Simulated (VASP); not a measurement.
CdSe:

```
CELL_PARAMETERS angstrom
0.00000 3.07027 3.07027
3.07027 0.00000 3.07027
3.07027 3.07027 0.00000
ATOMIC_POSITIONS crystal
Cd 0.00000 0.00000 0.00000
Se 0.25000 0.25000 0.25000
```

- Program: VASP 6.6.1
- Task: relaxation of cell and atoms
- Functional: LDA
- Potentials or basis: VASP PAW LDA potentials, release 64 (Cd, Se)
- Cutoff: 600 eV
- k mesh: 8 × 8 × 8
- Occupations: fermi-dirac, width 0.05 eV
- Spin: no spin polarisation

At the start: pressure -2.9 GPa; volume 28.94 Å³/atom.

**Question.** Where does the relaxation end?

**Answer.** Over 3 steps the energy falls by 15.8 meV/atom and the volume is 27.31 Å³/atom (-5.6 %); space group F-43m (No. 216, to 0.1 Å) before and after.

The path:
```
step  energy change (eV)  largest force (eV/Å)  pressure (GPa)  volume (Å³)
   1              0.0000                0.0000           -2.93        57.88
   2             -0.0277                0.0000            1.20        53.56
   3             -0.0316                0.0000            0.00        54.62
```

Final structure:
```xyz
2
Lattice="0.0000 3.0114 3.0114 3.0114 0.0000 3.0114 3.0114 3.0114 0.0000" Properties=species:S:1:pos:R:3 pbc="T T T"
Cd    0.0000    0.0000    0.0000
Se    1.5057    1.5057    1.5057
```
